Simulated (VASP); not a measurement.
# AlNi (Pmmm) in VASP: further runs

The runs below take AlNi through single point, with PBE.

Program: VASP 6.6.1. These are calculated values, not measurements. Logs are shortened: lines on timing, memory, paths and dates and some standing lists are left out, and cuts for length are marked.

### Step 1. The cell of the first run

The structure is orthorhombic, space group Pmmm (No. 47). Conventional cell: a = 2.571 Å, b = 2.889 Å, c = 2.900 Å, α = 90.00°, β = 90.00°, γ = 90.00°. Within 3.2 Å of Al (site symmetry mmm) lie 8 Ni at 2.42 Å and 6 Al at 2.57 to 2.90 Å. Ni (site symmetry mmm) has 8 Al at 2.42 Å and 6 Ni at 2.57 to 2.90 Å within 3.2 Å.

### Step 2. Single point, PBE (normal strain along x -0.1100, normal strain along y +0.0000)

File INCAR:

```
SYSTEM = AlNi
ALGO = Fast
EDIFF = 1E-6
ENCUT = 520
GGA = PE
ISIF = 2
ISMEAR = 0
LASPH = .TRUE.
LCHARG = .FALSE.
LREAL = .FALSE.
LWAVE = .FALSE.
NBANDS = 14
NELM = 100
PREC = Accurate
SIGMA = 0.15
```

File KPOINTS:

```
k-points
0
G
  16 16 16
  0 0 0
```

File POSCAR:

```
AlNi
1.0
    1.8179426107     -1.8179125270      0.0000000000
    2.0426284287      2.0426020632      0.0000000000
    0.0000000000      0.0000000000      2.9004437058
Al Ni
1 1
Direct
    0.0000000000      0.0000000000      0.0000000000
    0.5000000000      0.5000000000      0.5000000000
```

Potentials or basis: VASP PAW PBE potentials, release 64 (Al, Ni).

Command:

```console
> cat potpaw_PBE.64/Al/POTCAR potpaw_PBE.64/Ni/POTCAR > POTCAR
> mpirun -np 1 vasp_std > vasp.out
```

OUTCAR:

```text
SYSTEM = AlNi
   EDIFF = 1E-6
   ENCUT = 520
   GGA = PE
   ISIF = 2
   ISMEAR = 0
   LASPH = .TRUE.
   LREAL = .FALSE.
   NELM = 100
   PREC = Accurate

 ion  position               nearest neighbor table
   1  0.000  0.000  0.000-   2 2.42   2 2.42   2 2.42   2 2.42   2 2.42   2 2.42   2 2.42   2 2.42

   2  0.500  0.500  0.500-   1 2.42   1 2.42   1 2.42   1 2.42   1 2.42   1 2.42   1 2.42   1 2.42

  LATTYP: Found a simple monoclinic cell.
 ALAT       =     2.5709378234
 B/A-ratio  =     1.1281656365
 C/A-ratio  =     1.1235955056
 COS(beta)  =    -0.0000147280

  Lattice vectors:

 A1 = (   1.8179426107,  -1.8179125270,   0.0000000000)
 A2 = (   0.0000000000,   0.0000000000,   2.9004437058)
 A3 = (  -2.0426284287,  -2.0426020632,   0.0000000000)

Analysis of symmetry for initial positions (statically):
=====================================================================
 Subroutine PRICEL returns:
 Original cell was already a primitive cell.

 Routine SETGRP: Setting up the symmetry group for a
 simple monoclinic supercell.

 Subroutine GETGRP returns: Found  4 space group operations
 (whereof  4 operations were pure point group operations)
 out of a pool of  4 trial point group operations.

The static configuration has the point symmetry C_2h.

Analysis of symmetry for dynamics (positions and initial velocities):
=====================================================================
 Subroutine PRICEL returns:
 Original cell was already a primitive cell.

 Routine SETGRP: Setting up the symmetry group for a
 simple monoclinic supercell.

 Subroutine GETGRP returns: Found  4 space group operations
 (whereof  4 operations were pure point group operations)
 out of a pool of  4 trial point group operations.

The dynamic configuration has the point symmetry C_2h.

 Subroutine INISYM returns: Found  4 space group operations
 (whereof  4 operations are pure point group operations),
 and found     1 'primitive' translations

----------------------------------------------------------------------------------------

                                     Primitive cell

  volume of cell :      21.5406

  direct lattice vectors                    reciprocal lattice vectors
     1.817942611 -1.817912527  0.000000000     0.275036686 -0.275040236  0.000000000
     2.042628429  2.042602063  0.000000000     0.244782205  0.244786255  0.000000000
     0.000000000  0.000000000  2.900443706     0.000000000  0.000000000  0.344774835

  length of vectors
     2.570937823  2.888694184  2.900443706     0.388963121  0.346177178  0.344774835

  position of ions in fractional coordinates (direct lattice)
     0.000000000  0.000000000  0.000000000
     0.500000000  0.500000000  0.500000000

  ion indices of the primitive-cell ions
   primitive index   ion index
                 1           1
                 2           2

----------------------------------------------------------------------------------------

 KPOINTS: k-points

Automatic generation of k-mesh.
 Grid dimensions read from file:
 generate k-points for:   16   16   16

 Generating k-lattice:

  Cartesian coordinates                     Fractional coordinates (reciprocal lattice)
     0.017189793 -0.017190015  0.000000000     0.062500000  0.000000000  0.000000000
     0.015298888  0.015299141  0.000000000     0.000000000  0.062500000  0.000000000
     0.000000000  0.000000000  0.021548427     0.000000000  0.000000000  0.062500000

  Length of vectors
     0.024310195  0.021636074  0.021548427

  Shift w.r.t. Gamma in fractional coordinates (k-lattice)
     0.000000000  0.000000000  0.000000000

 Subroutine IBZKPT returns following result:
 ===========================================

 Found   1170 irreducible k-points:

 Following reciprocal coordinates:
            Coordinates               Weight
  0.000000  0.000000  0.000000      1.000000
  0.062500  0.000000  0.000000      2.000000
  0.125000  0.000000  0.000000      2.000000
  0.187500  0.000000  0.000000      2.000000
  0.250000  0.000000  0.000000      2.000000
  0.312500 -0.000000  0.000000      2.000000
[... 16 lines left out ...]
 -0.187500  0.062500  0.000000      2.000000
 -0.125000  0.062500  0.000000      2.000000
 [... further k-points ...]
   k-points           NKPTS =   1170   k-points in BZ     NKDIM =   1170   number of bands    NBANDS=     14
   number of dos      NEDOS =    301   number of ions     NIONS =      2
   total plane-waves  NPLWV =  11520
   dimension x,y,z NGX =    20 NGY =   24 NGZ =   24
   dimension x,y,z NGXF=    40 NGYF=   48 NGZF=   48
   ions per type =               1   1
   NGX,Y,Z   is equivalent  to a cutoff of  12.93, 13.81, 13.76 a.u.
   NGXF,Y,Z  is equivalent  to a cutoff of  25.87, 27.62, 27.51 a.u.
 SYSTEM =  AlNi
   PREC   = accura    normal or accurate (medium, high low for compatibility)
   ISTART =      0    job   : 0-new  1-cont  2-samecut
   ICHARG =      2    charge: 1-file 2-atom 10-const
   ISPIN  =      1    spin polarized calculation?
   LNONCOLLINEAR =      F non collinear calculations
   LSORBIT =      F    spin-orbit coupling
   LASPH  =      T    aspherical Exc in radial PAW
   ENCUT  =  520.0 eV  38.22 Ry    6.18 a.u.   4.78  5.37  5.39*2*pi/ulx,y,z
   NELM   =    100;   NELMIN=  2; NELMDL= -5     # of ELM steps
   EDIFF  = 0.1E-05   stopping-criterion for ELM
   LREAL  =      F    real-space projection
   EDIFFG = 0.1E-04   stopping-criterion for IOM
   NSW    =      0    number of steps for IOM
   IBRION =     -1    ionic relax: 0-MD 1-quasi-New 2-CG
   NFREE  =      0    steps in history (QN), initial steepest desc. (CG)
   ISIF   =      2    stress and relaxation
   ISYM   =      2    0-nonsym 1-usesym 2-fastsym
   POTIM  = 0.5000    time-step for ionic-motion
   TEBEG  =    0.0;   TEEND  =   0.0 temperature during run
   PSTRESS=    0.0 pullay stress
   NELECT =      13.0000    total number of electrons
   NUPDOWN=      -1.0000    fix difference up-down
   EMIN   =  10.00;   EMAX   =-10.00  energy-range for DOS
   EFERMI =   0.00;   METHOD = LEGACY
   ISMEAR =     0;   SIGMA  =   0.15  broadening in eV -4-tet -1-fermi 0-gaus
   EFERMI_NEDOS =   21; number of points for ismear=-14 and -15
   IALGO  =     68    algorithm
   IMIX   =      4    mixing-type and parameters
     AMIX     =   0.40;   BMIX     =  1.00
     AMIX_MAG =   1.60;   BMIX_MAG =  1.00
  volume/ion in A,a.u.               =      10.77        72.68
  Fermi-wavevector in a.u.,A,eV,Ry     =   1.383471  2.614381 26.041446  1.913992
  Thomas-Fermi vector in A             =   2.508066
   LORBIT       =      0    0 simple, 1 ext, 2 COOP (PROOUT), +10 PAW based schemes
   GGA     = PE    functional components
   LHFCALC =     F    Hartree Fock is set to
   AEXX    =    0.0000 exact exchange contribution
   IVDW    =     0    specifies the selected vdW correction
   LEPSILON=     F    determine dielectric tensor
   LRPA    =     F    only Hartree local field effects (RPA)
 non-spin polarized calculation
 RMM-DIIS sequential band-by-band and
 Gauss-broadening in eV      SIGMA  =   0.15
  energy-cutoff  :      520.00
  volume of cell :       21.54
 maximum number of plane-waves:       602
   NGX =  9   NGY = 11   NGZ = 11

 number of electron      13.0000018 magnetization

 Free energy of the ion-electron system (eV)
  ---------------------------------------------------
  ext. energy  EPLUGINS =         0.00000000
  ---------------------------------------------------
  free energy    TOTEN  =       -10.27639342 eV

  energy without entropy =      -10.26582015  energy(sigma->0) =      -10.27110679

 E-fermi :  11.4908     XC(G=0): -12.5600

 val. band max:       11.4902120386   @ k =   0.4375   0.1250   0.0000
 cond. band min:      11.4929698453   @ k =  -0.4375   0.0625   0.1250
 fundamental gap:      0.0027578067
 Fermi energy:        11.4908034602

 k-point     1 :       0.0000    0.0000    0.0000
  band No.  band energies     occupation
      1      -0.4595      2.00000
      2       7.6404      2.00000
      3       7.6887      2.00000
      4       9.4549      2.00000
      5       9.8545      2.00000
      6       9.8645      2.00000
      7      15.8896      0.00000
      8      16.0330      0.00000
      9      19.4216      0.00000
     10      19.8554      0.00000
     11      20.7670      0.00000
     12      27.7881      0.00000
     13      31.7563      0.00000
     14      34.0724      0.00000

 k-point     2 :       0.0625    0.0000    0.0000
  band No.  band energies     occupation
      1      -0.3692      2.00000
      2       7.6689      2.00000
      3       7.7129      2.00000
      4       9.4625      2.00000
      5       9.7928      2.00000
      6       9.8040      2.00000
      7      16.0178      0.00000
      8      16.1601      0.00000
      9      18.7280      0.00000
     10      19.4367      0.00000
     11      21.4875      0.00000
     12      28.3885      0.00000
     13      31.7729      0.00000
     14      33.3878      0.00000

 k-point     3 :       0.1250    0.0000    0.0000
  band No.  band energies     occupation
      1      -0.0994      2.00000
      2       7.7507      2.00000
      3       7.7724      2.00000
      4       9.4842      2.00000
      5       9.6263      2.00000
      6       9.6404      2.00000
      7      16.3852      0.00000
      8      16.5245      0.00000
      9      17.0506      0.00000
     10      19.4763      0.00000
     11      22.1896      0.00000
     12      29.9476      0.00000
     13      31.7340      0.00000
     14      31.8241      0.00000
[... 324 lines left out ...]
 k-point    23 :      -0.1875    0.0625    0.0000
  band No.  band energies     occupation
      1       0.4157      2.00000
      2       7.8388      2.00000
      3       7.8717      2.00000
      4       9.3872      2.00000
      5       9.3926      2.00000
      6       9.4921      2.00000
      7      15.2879      0.00000
      8      16.5176      0.00000
      9      17.0504      0.00000
     10      20.0013      0.00000
     11      23.1323      0.00000
     12      29.2027      0.00000
     13      29.9519      0.00000
     14      31.1569      0.00000

 k-point    24 :      -0.1250    0.0625    0.0000
  band No.  band energies     occupation
      1      -0.0282      2.00000
      2       7.7452      2.00000
      3       7.7843      2.00000
      4       9.4437      2.00000
      5       9.6152      2.00000
      6       9.6337      2.00000
      7      15.7489      0.00000
      8      16.4864      0.00000
      9      17.2484      0.00000
     10      19.9082      0.00000
     11      22.5056      0.00000
     12      29.9378      0.00000
     13      30.9121      0.00000
     14      31.1141      0.00000

 [... further k-points ...]

------------------------ aborting loop because EDIFF is reached ----------------------------------------

  FORCE on cell =-STRESS in cart. coord.  units (eV):
  Direction    XX          YY          ZZ          XY          YZ          ZX
  --------------------------------------------------------------------------------------
  -------------------------------------------------------------------------------------
  Total        3.7922339      3.7928208      2.5484437     -1.2246065      0.0000000      0.0000000
  in kB      282.0642951    282.1079484    189.5518574    -91.0855693      0.0000000      0.0000000
  external PRESSURE =     251.2413669 kB  Pullay stress =       0.0000000 kB

 VOLUME and BASIS-vectors are now :
 -----------------------------------------------------------------------------
  energy-cutoff  :      520.00
  volume of cell :       21.54
      direct lattice vectors                 reciprocal lattice vectors
     1.817942611 -1.817912527  0.000000000     0.275036686 -0.275040236  0.000000000
     2.042628429  2.042602063  0.000000000     0.244782205  0.244786255  0.000000000
     0.000000000  0.000000000  2.900443706     0.000000000  0.000000000  0.344774835

 POSITION                                       TOTAL-FORCE (eV/Angst)
 -----------------------------------------------------------------------------------
      0.00000      0.00000      0.00000        -0.000000      0.000000      0.000000
      1.93029      0.11234      1.45022         0.000000      0.000000      0.000000
 -----------------------------------------------------------------------------------
    total drift:                                0.000000      0.000000      0.000000

  FREE ENERGIE OF THE ION-ELECTRON SYSTEM (eV)
  ---------------------------------------------------
  free  energy   TOTEN  =       -10.2763934220 eV

  energy  without entropy=      -10.2658201518  energy(sigma->0) =      -10.27110679
```

It took 4.2 min on 1 thread of Intel Xeon Platinum 8488C (Sapphire Rapids), shared host; peak memory 0.45 GiB.

Results:

| Property | Result |
| --- | --- |
| Free energy | -10.2764 eV |
| Pressure | 25.1 GPa |
| Band gap on the k mesh | zero (an odd number of electrons rules out a gap without spin polarisation) |

Levels at points of the mesh, in eV from the Fermi level:
```tsv
k point	band 3	band 4	band 5	band 6	band 7	band 8	band 9	band 10	band 11	band 12
(0.00, 0.00, 0.00)	-3.80	-2.04	-1.64	-1.63	4.40	4.54	7.93	8.36	9.28	16.30
(0.50, 0.00, 0.00)	-3.03	-2.88	-2.86	-1.83	-0.07	8.48	9.45	9.58	11.60	11.72
(0.00, 0.50, 0.00)	-3.37	-2.86	-2.11	-1.57	-1.04	8.01	8.94	10.25	13.47	14.36
(0.50, 0.50, 0.00)	-3.15	-2.72	-2.52	-2.52	-1.15	2.23	3.37	12.51	14.42	14.99
(0.00, 0.00, 0.50)	-3.37	-2.84	-2.11	-1.56	-1.07	8.04	9.06	10.32	13.46	14.32
(0.50, 0.00, 0.50)	-3.19	-2.70	-2.54	-2.50	-1.17	2.20	3.33	12.61	14.48	15.08
(0.00, 0.50, 0.50)	-3.76	-3.74	-2.03	-2.02	-1.38	0.85	2.18	15.91	17.14	17.99
(0.50, 0.50, 0.50)	-4.59	-1.29	-1.01	1.87	1.88	2.17	4.02	4.71	5.32	5.37
```

Caveat: the cell differs from its parent crystal (normal strain along x -0.1100, normal strain along y +0.0000); the stress differs along the axes, from 19 to 28 GPa. Spin polarisation is off, so any magnetic state and its effect on volume and gap are missing.

### Step 3. Single point, PBE (normal strain along x -0.1100, normal strain along y +0.0367)

File INCAR:

```
  ALGO = Fast
  EDIFF = 1E-7
  ENCUT = 520
  GGA = PE
  ISIF = 2
  ISMEAR = 0
  LASPH = True
  LCHARG = True
  LELF = True
  LREAL = False
  LVHAR = True
  LWAVE = False
  NBANDS = 14
  NELM = 80
  PREC = Accurate
  SIGMA = 0.15
```

File KPOINTS:

```
k-points
0
Gamma
  16 16 16
```

File POSCAR:

```
AlNi
1.0
    1.8179426107     -1.8179125271      0.0000000000
    2.1175917879      2.1175666630      0.0000000000
    0.0000000000      0.0000000000      2.9004437058
Al Ni
1 1
Direct
    0.0000000000      0.0000000000      0.0000000000
    0.5000000000      0.5000000000      0.5000000000
```

Potentials or basis: VASP PAW PBE potentials, release 64 (Al, Ni).

Command:

```console
> cat potpaw_PBE.64/Al/POTCAR potpaw_PBE.64/Ni/POTCAR > POTCAR
> mpirun -np 1 vasp_std > vasp.out
```

Wall time 4.8 min (1 thread of Intel Xeon Platinum 8488C (Sapphire Rapids), shared host); peak memory 0.46 GiB.

It converged, with:

| Quantity | Value |
| --- | --- |
| Free energy | -10.3479 eV |
| Pressure | 17.1 GPa |
| Band gap on the k mesh | zero (an odd number of electrons rules out a gap without spin polarisation) |

Stress tensor (GPa, compression positive):
```
 20.21 -10.02   0.00
-10.02  20.22   0.00
  0.00   0.00  10.80
```

Levels at points of the mesh, in eV from the Fermi level:
```tsv
k point	band 3	band 4	band 5	band 6	band 7	band 8	band 9	band 10	band 11	band 12
(0.00, 0.00, 0.00)	-3.62	-1.98	-1.57	-1.50	3.60	4.68	7.59	8.21	9.56	15.83
(0.50, 0.00, 0.00)	-2.88	-2.86	-2.69	-1.77	0.00	8.45	8.73	9.73	10.83	11.69
(0.00, 0.50, 0.00)	-3.26	-2.67	-1.96	-1.45	-1.20	7.99	9.08	9.98	13.65	14.13
(0.50, 0.50, 0.00)	-3.21	-2.57	-2.40	-2.33	-1.20	2.13	3.04	12.44	14.20	14.95
(0.00, 0.00, 0.50)	-3.23	-2.87	-1.95	-1.50	-0.95	7.73	8.17	9.45	13.74	14.12
(0.50, 0.00, 0.50)	-2.93	-2.69	-2.47	-2.27	-1.06	2.32	3.35	11.69	13.74	14.23
(0.00, 0.50, 0.50)	-3.78	-3.63	-1.89	-1.87	-1.36	0.68	1.90	15.82	16.75	17.86
(0.50, 0.50, 0.50)	-4.39	-1.27	-0.96	1.88	1.98	2.23	3.73	4.39	5.05	5.40
```

Caveat: the cell differs from its parent crystal (normal strain along x -0.1100, normal strain along y +0.0367); the stress differs along the axes, from 11 to 20 GPa.
